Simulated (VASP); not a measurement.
# I (Fm-3m) in VASP: further runs, part 2 of 2

VASP 6.6.1. Earlier steps stand in the parts before.

## (3) Single point, r2SCAN

This run uses another cell than the first one, of 35.39 Å³/atom.

POSCAR

```
I
1.0
    0.0000000000      2.6057827397      2.6057827397
    2.6057827397      0.0000000000      2.6057827397
    2.6057827397      2.6057827397      0.0000000000
I
1
Direct
    0.0000000000      0.0000000000      0.0000000000
```

INCAR.step1

```
  PREC = Accurate
  ENCUT = 520
  ISMEAR = 0
  SIGMA = 0.1
  LREAL = F
  LASPH = T
  NELM = 60
  NBANDS = 10
  GGA = PE
  ALGO = Normal
  EDIFF = 1E-4
  LWAVE = T
  LCHARG = F
```

INCAR.step2

```
  PREC = Accurate
  ENCUT = 520
  EDIFF = 1E-7
  ISMEAR = 0
  SIGMA = 0.1
  LREAL = F
  LASPH = T
  NELM = 60
  ALGO = Normal
  ISIF = 2
  LWAVE = F
  LCHARG = F
  METAGGA = R2SCAN
  LMIXTAU = T
  NBANDS = 10
  ISTART = 1
```

KPOINTS

```
regular mesh
0
Gamma
  12 12 12
```

Potentials or basis: VASP PAW PBE potentials, release 64 (I).

Command:

```bash
cat potpaw_PBE.64/I/POTCAR > POTCAR
cp INCAR.step1 INCAR
mpirun -np 1 vasp_std > vasp.out
cp INCAR.step2 INCAR
mpirun -np 1 vasp_std > vasp.out
```

It took 45 s on 1 thread of Intel Xeon 6975P-C (Granite Rapids), shared host; peak memory 0.17 GiB.

Results (log left out):

- Free energy: -24.0355 eV
- Pressure: 0.0 GPa
- Band gap on the k mesh: zero (an odd number of electrons rules out a gap without spin polarisation)

Levels at points of the mesh, in eV from the Fermi level:
```tsv
k point	band 1	band 2	band 3	band 4	band 5	band 6	band 7	band 8
(0.00, 0.00, 0.00)	-13.80	1.00	1.00	1.00	8.13	10.27	10.27	10.27
(0.50, 0.00, 0.00)	-12.32	-4.58	0.27	0.27	7.28	9.71	9.71	11.89
(0.50, 0.50, 0.00)	-11.79	-4.12	-1.17	-1.17	5.34	6.18	17.41	17.69
```

Caveat: the PAW data sets were made with another functional, which shifts forces and pressure a little; spin-orbit coupling is left out, which moves the levels of the heavy elements; an odd number of electrons without spin polarisation forces a metal; a magnetic or distorted state may lie lower.

## (4) Single point, r2SCAN

This run uses another cell than the first one, of 35.39 Å³/atom.

POSCAR is that of step 3.

INCAR.step1

```
SYSTEM = I
ALGO = Normal
EDIFF = 1E-4
ENCUT = 520
GGA = PE
ISMEAR = 0
LASPH = .TRUE.
LCHARG = .FALSE.
LREAL = .FALSE.
LWAVE = .TRUE.
NBANDS = 10
NELM = 100
PREC = Accurate
SIGMA = 0.1
```

INCAR.step2

```
SYSTEM = I
ALGO = Normal
EDIFF = 1E-6
ENCUT = 520
ISIF = 2
ISMEAR = 0
ISTART = 1
LASPH = .TRUE.
LCHARG = .FALSE.
LMIXTAU = .TRUE.
LREAL = .FALSE.
LWAVE = .FALSE.
METAGGA = R2SCAN
NBANDS = 10
NELM = 100
PREC = Accurate
SIGMA = 0.1
```

KPOINTS

```
k-points
0
G
  14 14 14
  0 0 0
```

Command:

```bash
cat potpaw_PBE.64/I/POTCAR > POTCAR
cp INCAR.step1 INCAR
mpirun -np 1 vasp_std > vasp.out
cp INCAR.step2 INCAR
mpirun -np 1 vasp_std > vasp.out
```

Wall time 58 s (1 thread of Intel Xeon 6975P-C (Granite Rapids), shared host); peak memory 0.18 GiB.

Results (log left out):

| Property | Result |
| --- | --- |
| Free energy | -24.0353 eV |
| Pressure | 0.0 GPa |
| Band gap on the k mesh | zero (an odd number of electrons rules out a gap without spin polarisation) |

Levels at points of the mesh, in eV from the Fermi level:
| k point | band 2 | band 3 | band 4 | band 5 | band 6 | band 7 |
| --- | --- | --- | --- | --- | --- | --- |
| (0.00, 0.00, 0.00) | 1.01 | 1.01 | 1.01 | 8.13 | 10.27 | 10.27 |
| (0.50, 0.00, 0.00) | -4.58 | 0.27 | 0.27 | 7.28 | 9.71 | 9.71 |
| (0.50, 0.50, 0.00) | -4.12 | -1.17 | -1.17 | 5.35 | 6.19 | 17.41 |

Caveat: the PAW data sets were made with another functional, which shifts forces and pressure a little; spin-orbit coupling is left out, which moves the levels of the heavy elements; an odd number of electrons without spin polarisation forces a metal; a magnetic or distorted state may lie lower.

## (5) Relaxation of cell and atoms, r2SCAN

POSCAR

```
I
1.0
    0.0000000000      2.8664255572      2.8664255572
    2.8664255572      0.0000000000      2.8664255572
    2.8664255572      2.8664255572      0.0000000000
I
1
Direct
    0.0000000000      0.0000000000      0.0000000000
```

INCAR.step1

```
  PREC = Accurate
  ENCUT = 600
  ISMEAR = 0
  SIGMA = 0.1
  LREAL = False
  LASPH = True
  NELM = 100
  GGA = PE
  ALGO = Normal
  EDIFF = 1E-4
  LWAVE = True
  LCHARG = False
```

INCAR.step2

```
  PREC = Accurate
  ENCUT = 600
  EDIFF = 1E-7
  ISMEAR = 0
  SIGMA = 0.1
  LREAL = False
  LASPH = True
  NELM = 100
  ALGO = Normal
  ISIF = 3
  LWAVE = False
  LCHARG = False
  METAGGA = R2SCAN
  LMIXTAU = True
  IBRION = 2
  NSW = 100
  EDIFFG = -0.01
  ISTART = 1
```

KPOINTS

```
Automatic mesh
0
Gamma
  12 12 12
```

Command:

```bash
cat potpaw_PBE.64/I/POTCAR > POTCAR
cp INCAR.step1 INCAR
mpirun -np 1 vasp_std > vasp.out
cp INCAR.step2 INCAR
mpirun -np 1 vasp_std > vasp.out
```

It took 3.3 min on 1 thread of Intel Xeon 6975P-C (Granite Rapids), shared host; peak memory 0.21 GiB.

Results (log left out):

- Free energy: -24.0377 eV
- Relaxed volume: 35.38 Å³/atom
- Relaxed cell: a = 3.685 Å, b = 3.685 Å, c = 3.685 Å, α = 60.00°, β = 60.00°, γ = 60.00°
- Space group after relaxing (to 0.1 Å): Fm-3m (No. 225)
- Energy gained by relaxing: 168.4 meV/atom
- Ionic steps: 5
- Pressure after relaxing: 0.0 GPa
- Band gap on the k mesh: zero (an odd number of electrons rules out a gap without spin polarisation)

Step by step:
| step | energy change (eV) | largest force (eV/Å) | pressure (GPa) | volume (Å³) |
| --- | --- | --- | --- | --- |
| 1 | 0.0000 | 0.0000 | -3.34 | 47.10 |
| 2 | -0.1203 | 0.0000 | -2.47 | 40.73 |
| 3 | -0.1671 | 0.0000 | -0.54 | 36.17 |
| 4 | -0.1683 | 0.0000 | 0.18 | 35.13 |
| 5 | -0.1684 | 0.0000 | 0.00 | 35.38 |

Final structure:
```
I
1.0
     0.00000    2.60566    2.60566
     2.60566    0.00000    2.60566
     2.60566    2.60566    0.00000
I
1
Direct
  0.00000 0.00000 0.00000
```

Levels at points of the mesh, in eV from the Fermi level:
```
           k point  band 2  band 3  band 4  band 5  band 6  band 7
(0.00, 0.00, 0.00)    1.00    1.00    1.00    8.13   10.27   10.27
(0.50, 0.00, 0.00)   -4.58    0.27    0.27    7.28    9.71    9.71
(0.50, 0.50, 0.00)   -4.12   -1.17   -1.17    5.34    6.18   17.69
```

Caveat: the volume moved by over 15 % at a fixed basis, so the end points are rough; the PAW data sets were made with another functional, which shifts forces and pressure a little; spin-orbit coupling is left out, which moves the levels of the heavy elements; an odd number of electrons without spin polarisation forces a metal; a magnetic or distorted state may lie lower.

## (6) Relaxation of cell and atoms, r2SCAN

This run uses another cell than the first one, of 35.39 Å³/atom.

POSCAR

```
I
1.0
    0.0000000000      2.6057827397      2.6057827397
    2.6057827397      0.0000000000      2.6057827397
    2.6057827397      2.6057827397      0.0000000000
I
1
Direct
    0.0000000000      0.0000000000      0.0000000000
```

INCAR.step1

```
SYSTEM = I
PREC     = Accurate       ! precision mode
ENCUT    = 600            ! plane-wave cutoff, eV
ISMEAR   = 0              ! smearing method
SIGMA    = 0.1            ! smearing width, eV
LREAL    = .False.        ! projectors in reciprocal space
LASPH    = .True.         ! aspherical terms in the spheres
NELM     = 80             ! most SCF steps
GGA      = PE             ! functional
ALGO     = Normal         ! electronic algorithm
EDIFF    = 1E-4           ! SCF threshold, eV
LWAVE    = .True.         ! write WAVECAR
LCHARG   = .False.        ! write CHGCAR
```

INCAR.step2

```
SYSTEM = I
PREC     = Accurate       ! precision mode
ENCUT    = 600            ! plane-wave cutoff, eV
EDIFF    = 1E-7           ! SCF threshold, eV
ISMEAR   = 0              ! smearing method
SIGMA    = 0.1            ! smearing width, eV
LREAL    = .False.        ! projectors in reciprocal space
LASPH    = .True.         ! aspherical terms in the spheres
NELM     = 80             ! most SCF steps
ALGO     = Normal         ! electronic algorithm
ISIF     = 3              ! what is computed and relaxed
LWAVE    = .False.        ! write WAVECAR
LCHARG   = .False.        ! write CHGCAR
METAGGA  = R2SCAN         ! meta-GGA
LMIXTAU  = .True.       
IBRION   = 2              ! ionic algorithm
NSW      = 100            ! ionic steps
EDIFFG   = -0.01          ! ionic threshold
ISTART   = 1
```

KPOINTS

```
regular mesh
0
Gamma
  14 14 14
  0 0 0
```

Potentials or basis: VASP PAW PBE potentials, release 64 (I).

Command:

```bash
cat potpaw_PBE.64/I/POTCAR > POTCAR
cp INCAR.step1 INCAR
mpirun -np 1 vasp_std > vasp.out
cp INCAR.step2 INCAR
mpirun -np 1 vasp_std > vasp.out
```

It took 1.7 min on 1 thread of Intel Xeon 6975P-C (Granite Rapids), shared host; peak memory 0.19 GiB.

The run converged. Its results:

```
Free energy                           : -24.0365 eV
Relaxed volume                        : 35.33 Å³/atom
Relaxed cell                          : a = 3.683 Å, b = 3.683 Å, c = 3.683 Å, α = 60.00°, β = 60.00°, γ = 60.00°
Space group after relaxing (to 0.1 Å) : Fm-3m (No. 225)
Energy gained by relaxing             : 0.0 meV/atom
Ionic steps                           : 2
Pressure after relaxing               : 0.0 GPa
Band gap on the k mesh                : zero (an odd number of electrons rules out a gap without spin polarisation)
```

Final structure:
```xyz
1
Lattice="0.0000 2.6043 2.6043 2.6043 0.0000 2.6043 2.6043 2.6043 0.0000" Properties=species:S:1:pos:R:3 pbc="T T T"
I     2.6043    5.2085    2.6043
```

Levels at points of the mesh, in eV from the Fermi level:
```
           k point  band 1  band 2  band 3  band 4  band 5  band 6  band 7
(0.00, 0.00, 0.00)  -13.81    1.01    1.01    1.01    8.14   10.27   10.27
(0.50, 0.00, 0.00)  -12.33   -4.59    0.27    0.27    7.28    9.71    9.71
(0.50, 0.50, 0.00)  -11.80   -4.13   -1.17   -1.17    5.34    6.18   17.42
```

Caveat: the PAW data sets were made with another functional, which shifts forces and pressure a little; spin-orbit coupling is left out, which moves the levels of the heavy elements; an odd number of electrons without spin polarisation forces a metal; a magnetic or distorted state may lie lower.

## (7) The runs side by side

| task | cell | k mesh | cutoff (eV) | gap on the mesh (eV) | pressure (GPa) | relaxed volume (Å³/atom) |
| --- | --- | --- | --- | --- | --- | --- |
| single point | a = 4.054 Å, angles 60.0°, 1 atom | 6 × 6 × 6 | 520 | none | -3.4 | - |
| single point | a = 3.685 Å, angles 60.0°, 1 atom | 12 × 12 × 12 | 520 | none | 0.0 | - |
| single point | a = 3.685 Å, angles 60.0°, 1 atom | 14 × 14 × 14 | 520 | none | 0.0 | - |
| relaxation of cell and atoms | relaxed from a = 4.054 Å, angles 60.0°, 1 atom | 12 × 12 × 12 | 600 | none | 0.0 | 35.38 |
| relaxation of cell and atoms | relaxed from a = 3.685 Å, angles 60.0°, 1 atom | 14 × 14 × 14 | 600 | none | 0.0 | 35.33 |

Alike in all rows: level r2SCAN; potentials or basis VASP PAW PBE potentials, release 64 (I); no spin polarisation; smearing gaussian 0.1 eV.

Caveats: the PAW data sets were made with another functional, which shifts forces and pressure a little; spin-orbit coupling is left out, which moves the levels of the heavy elements; an odd number of electrons without spin polarisation forces a metal; a magnetic or distorted state may lie lower; the cell stands under tension (at least some runs); the volume moved by over 15 % at a fixed basis, so the end points are rough (at least some runs).

Total energies depend on the potentials used, so only differences within one code and one set of settings carry meaning.
